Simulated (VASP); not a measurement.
A run of VASP 6.6.1 is set up as follows.

File INCAR:

```
SYSTEM = Sn
PREC = Accurate ; ENCUT = 520
EDIFF = 1E-7 ; ISMEAR = -1
SIGMA = 0.1 ; LREAL = .False.
LASPH = .True. ; NELM = 100
ALGO = Normal ; ISIF = 2
LWAVE = .False. ; LCHARG = .True.
LELF = .True. ; LVHAR = .True.
NBANDS = 21
```

The input KPOINTS:

```
regular mesh
0
Gamma
  14 14 14
  0 0 0
```

The input POSCAR:

```
Sn
1.0
    0.0000000000      3.2806911642      3.2806911642
    3.2806911642      0.0000000000      3.2806911642
    3.2806911642      3.2806911642      0.0000000000
Sn
2
Direct
    0.5000000000      0.5000000000      0.5000000000
    0.7500000000      0.7500000000      0.7500000000
```

Potentials or basis: VASP PAW LDA potentials, release 64 (Sn_d).

Command:

```console
$ cat potpaw_LDA.64/Sn_d/POTCAR > POTCAR
$ mpirun -np 1 vasp_std > vasp.out
```

Estimate the band gap on the k mesh.

zero (bands 14 and 15 overlap by 0.25 eV).

Predict the pressure.

-1.6 GPa.

Caveat: spin-orbit coupling is left out, which moves the levels of the heavy elements.
